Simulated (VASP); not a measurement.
Runs of VASP 6.6.1 on Rh. The structure is that of space group Fm-3m (No. 225), or close to it. The cells are those of the table. 

```tsv
task	cell	cutoff (eV)	k mesh for the DOS	occupations for the DOS	gap on the mesh (eV)	pressure (GPa)
single point	a = 2.708 Å, angles 60.0°, 1 atom	520	-	-	none	0.0
single point	a = 2.735 Å, angles 60.0°, 1 atom	520	-	-	none	-7.0
single point	a = 2.681 Å, angles 60.0°, 1 atom	520	-	-	none	(b)
single point	a = 2.624 Å, angles 60.0°, 1 atom	520	-	-	none	31.0
single point	a = 2.653 Å, angles 60.0°, 1 atom	520	-	-	none	(a)
relaxation of cell and atoms	relaxed from a = 2.712 Å, angles 60.0°, 1 atom	600	-	-	none	0.0
single point	a = 2.796 Å, angles 60.0°, 1 atom	520	-	-	none	-19.1
```

Alike in all rows: level PBE; potentials or basis VASP PAW PBE potentials, release 64 (Rh_pv); no spin polarisation; k mesh 18 × 18 × 18; smearing gaussian 0.1 eV.

Estimate the missing entries.

(a) 18.7; (b) 8.5.

A k mesh can miss the band edges, and the runs leave out spin-orbit coupling on Rh.

A gap of «none» marks levels without a gap at the run's occupations.
